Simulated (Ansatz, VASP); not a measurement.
## Si: VASP beside Ansatz

```
Si
1.0
    -2.23278    2.36362    1.27559
     2.24553   -2.35087    1.27441
     2.25647    2.37338   -1.25190
Si
2
Direct
  0.80700 0.55700 0.25000
  0.19300 0.44300 0.75000
```

Change from the starting cell: equal xy, yz and zx shear strains of +1 %.

Alike in both runs: task single point; functional PBE; k mesh 16 × 16 × 16; occupations fermi-dirac, width 0.05 eV; no spin polarisation.

|  | VASP | Ansatz |
| --- | --- | --- |
| version | VASP 6.6.1 | Ansatz 0.2.0 |
| potentials or method | VASP PAW PBE potentials, release 64 (Si), cutoff 520 eV | all-electron LAPW, scalar-relativistic |

|  | VASP | Ansatz | Ansatz less VASP |
| --- | --- | --- | --- |
| pressure (GPa) | 15.7 | 15.7 | +0.07 |
| traceless stress, the component that is largest in VASP (GPa) | 1.82 | 1.83 | +0.002 |
| rms of the force components (eV/Å) | 0.021 | 0.021 | -0.0004 |

Atom by atom the forces differ by 0.002 eV/Å (rms over components). Ansatz ran all-electron here, and VASP with PAW potentials.
